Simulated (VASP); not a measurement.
# AgI (P6_3mc) in VASP: further runs, part 3 of 3

VASP 6.6.1.

### 6 Single point, PBE (biaxial strain in the a-b plane: +4.5 %)

Input file INCAR:

```
PREC     = Accurate       # precision mode
ENCUT    = 500            # plane-wave cutoff, eV
EDIFF    = 1E-6           # SCF threshold, eV
ISMEAR   = 0              # smearing method
SIGMA    = 0.02           # smearing width, eV
LREAL    = False          # projectors in reciprocal space
LASPH    = True           # aspherical terms in the spheres
NELM     = 120            # most SCF steps
ALGO     = Normal         # electronic algorithm
ISIF     = 2              # what is computed and relaxed
LWAVE    = False          # write WAVECAR
LCHARG   = False          # write CHGCAR
GGA      = PE             # functional
NBANDS   = 26             # bands
GGA_COMPAT= False
```

Input file KPOINTS:

```
Automatic mesh
0
Gamma
  6 6 4
```

Input file POSCAR:

```
AgI
1.0
    4.8971696966      0.0000000000      0.0000000000
   -2.4485848483      4.2410733639      0.0000000000
    0.0000000000      0.0000000000      7.4542819391
Ag I
2 2
Direct
    0.3333333333      0.6666666667     -0.0049789708
    0.6666666667      0.3333333333      0.4950210292
    0.3333333333      0.6666666667      0.3848789708
    0.6666666667      0.3333333333      0.8848789708
```

Potentials or basis: VASP PAW PBE potentials, release 64 (Ag, I).

Started as:

```
$ cat potpaw_PBE.64/Ag/POTCAR potpaw_PBE.64/I/POTCAR > POTCAR
$ mpirun -np 1 vasp_std > vasp.out
```

OUTCAR:

```text
PREC = Accurate
   ENCUT = 500
   EDIFF = 1E-6
   ISMEAR = 0
   LREAL = False
   LASPH = True
   NELM = 120
   ISIF = 2
   GGA = PE

 ion  position               nearest neighbor table
   1  0.333  0.667  0.995-   3 2.91   4 2.94   4 2.94   4 2.94
   2  0.667  0.333  0.495-   4 2.91   3 2.94   3 2.94   3 2.94
   3  0.333  0.667  0.385-   1 2.91   2 2.94   2 2.94   2 2.94
   4  0.667  0.333  0.885-   2 2.91   1 2.94   1 2.94   1 2.94

  LATTYP: Found a hexagonal cell.
 ALAT       =     4.8971696966
 C/A-ratio  =     1.5221612484

  Lattice vectors:

 A1 = (   4.8971696966,   0.0000000000,   0.0000000000)
 A2 = (  -2.4485848483,   4.2410733639,   0.0000000000)
 A3 = (   0.0000000000,   0.0000000000,   7.4542819391)

Analysis of symmetry for initial positions (statically):
=====================================================================
 Subroutine PRICEL returns:
 Original cell was already a primitive cell.

 Routine SETGRP: Setting up the symmetry group for a
 hexagonal supercell.

 Subroutine GETGRP returns: Found 12 space group operations
[... 167 lines left out ...]

 E-fermi :   1.9131     XC(G=0):  -7.8726

 val. band max:        1.8090846576   @ k =   0.0000   0.0000   0.0000
 cond. band min:       3.2169168713   @ k =   0.0000   0.0000   0.0000
 fundamental gap:      1.4078322138
 Fermi energy:         1.9130905082

 k-point     1 :       0.0000    0.0000    0.0000
  band No.  band energies     occupation
      1     -10.3228      2.00000
      2     -10.0793      2.00000
      3      -1.6813      2.00000
      4      -1.6813      2.00000
      5      -1.5942      2.00000
      6      -1.5942      2.00000
[... 598 lines left out ...]
     25       9.6586      0.00000
     26       9.6586      0.00000

------------------------ aborting loop because EDIFF is reached ----------------------------------------

  FORCE on cell =-STRESS in cart. coord.  units (eV):
  Direction    XX          YY          ZZ          XY          YZ          ZX
  --------------------------------------------------------------------------------------
  -------------------------------------------------------------------------------------
  Total       -1.7818638     -1.7818638     -0.4696161      0.0000000      0.0000000      0.0000000
  in kB      -18.4398904    -18.4398904     -4.8598941      0.0000000      0.0000000      0.0000000
  external PRESSURE =     -13.9132250 kB  Pullay stress =       0.0000000 kB

 VOLUME and BASIS-vectors are now :
 -----------------------------------------------------------------------------
  energy-cutoff  :      500.00
  volume of cell :      154.82
      direct lattice vectors                 reciprocal lattice vectors
     4.897169697  0.000000000  0.000000000     0.204199581  0.117894683  0.000000000
    -2.448584848  4.241073364  0.000000000     0.000000000  0.235789366  0.000000000
     0.000000000  0.000000000  7.454281939     0.000000000  0.000000000  0.134151084

 POSITION                                       TOTAL-FORCE (eV/Angst)
 -----------------------------------------------------------------------------------
     -0.00000      2.82738      7.41717         0.000000     -0.000000     -0.010876
      2.44858      1.41369      3.69003        -0.000000      0.000000     -0.010876
     -0.00000      2.82738      2.86900         0.000000      0.000000      0.010876
      2.44858      1.41369      6.59614        -0.000000      0.000000      0.010876
 -----------------------------------------------------------------------------------
    total drift:                               -0.000000     -0.000000     -0.000714

  FREE ENERGIE OF THE ION-ELECTRON SYSTEM (eV)
  ---------------------------------------------------
  free  energy   TOTEN  =        -9.5075766853 eV

  energy  without entropy=       -9.5075766853  energy(sigma->0) =       -9.50757669
```

OSZICAR:

```text
N       E                     dE             d eps       ncg     rms          rms(c)
DAV:   1     0.198479433485E+03    0.19848E+03   -0.15097E+04  1092   0.114E+03
DAV:   2     0.132898928160E+01   -0.19715E+03   -0.18967E+03  1218   0.225E+02
DAV:   3    -0.945589932532E+01   -0.10785E+02   -0.10702E+02  1302   0.516E+01
DAV:   4    -0.966499222119E+01   -0.20909E+00   -0.20898E+00  1418   0.714E+00
DAV:   5    -0.966643148520E+01   -0.14393E-02   -0.14392E-02  1268   0.695E-01    0.542E+00
DAV:   6    -0.950471251667E+01    0.16172E+00   -0.49075E-01  1118   0.771E+00    0.412E+00
DAV:   7    -0.950643210647E+01   -0.17196E-02   -0.15139E-01  1146   0.180E+00    0.177E+00
DAV:   8    -0.950715600915E+01   -0.72390E-03   -0.11405E-02  1162   0.975E-01    0.428E-01
DAV:   9    -0.950747356260E+01   -0.31755E-03   -0.23887E-03  1198   0.494E-01    0.886E-02
DAV:  10    -0.950750992306E+01   -0.36360E-04   -0.16042E-04  1150   0.147E-01    0.370E-02
DAV:  11    -0.950758733864E+01   -0.77416E-04   -0.19814E-04  1120   0.104E-01    0.424E-02
DAV:  12    -0.950758014566E+01    0.71930E-05   -0.20491E-05  1288   0.416E-02    0.393E-02
DAV:  13    -0.950757885311E+01    0.12925E-05   -0.89997E-06  1126   0.123E-02    0.127E-02
DAV:  14    -0.950757641286E+01    0.24402E-05   -0.97950E-06  1158   0.348E-02    0.916E-03
DAV:  15    -0.950757668529E+01   -0.27243E-06   -0.17239E-06   626   0.636E-03
   1 F= -.95075767E+01 E0= -.95075767E+01  d E =-.282134E-15
```

stdout:

```text
POSCAR found type information on POSCAR AgI
 POSCAR found :  2 types and       4 ions
 scaLAPACK will be used
 LDA part: xc-table for (Slater+PW92), standard interpolation
 POSCAR, INCAR and KPOINTS ok, starting setup
 FFT: planning ... GRIDC
 FFT: planning ... GRID_SOFT
 FFT: planning ... GRID
 WAVECAR not read
 entering main loop
```

Run time: 46 s. Hardware: 1 thread of Intel Xeon 6975P-C (Granite Rapids), shared host; peak memory 0.27 GiB.

What came out:

| Property | Result |
| --- | --- |
| Free energy | -9.5076 eV |
| Pressure | -1.4 GPa |
| Largest force | 0.011 eV/Å |
| Band gap on the k mesh | 1.41 eV, direct |

Forces on the atoms (eV/Å):
```
Ag   0.000  0.000 -0.011
Ag   0.000  0.000 -0.011
I    0.000  0.000  0.011
I    0.000  0.000  0.011
```

Caveat: the cell differs from its parent crystal (biaxial strain in the a-b plane: +4.5 %); spin-orbit coupling is left out, which moves the levels of the heavy elements.

### 7 Summary

```tsv
task	cell	k mesh	cutoff (eV)	gap on the mesh (eV)	pressure (GPa)	largest force (eV/Å)
relaxation of the atoms	atoms relaxed from a = 4.546, b = 4.546, c = 7.431 Å, angles 90.0, 90.0, 120.0°, 4 atoms	6 × 6 × 4, shifted	450	1.95	2.9	0.01
single point	a = 4.827, b = 4.827, c = 7.523 Å, angles 90.0, 90.0, 120.0°, 4 atoms	6 × 6 × 4	500	1.40	-1.0	0.04
single point	a = 4.897, b = 4.897, c = 7.321 Å, angles 90.0, 90.0, 120.0°, 4 atoms	6 × 6 × 4	500	1.41	-1.2	-
single point	a = 4.897, b = 4.897, c = 7.454 Å, angles 90.0, 90.0, 120.0°, 4 atoms	6 × 6 × 4	500	1.41	-1.4	0.01
```

Alike in all rows: level PBE; potentials or basis VASP PAW PBE potentials, release 64 (Ag, I); no spin polarisation; smearing gaussian 0.02 eV.

Caveats: spin-orbit coupling is left out, which moves the levels of the heavy elements; the relaxation stopped at its first step, so nothing moved (some runs).

Total energies depend on the potentials used, so only differences within one code and one set of settings carry meaning.
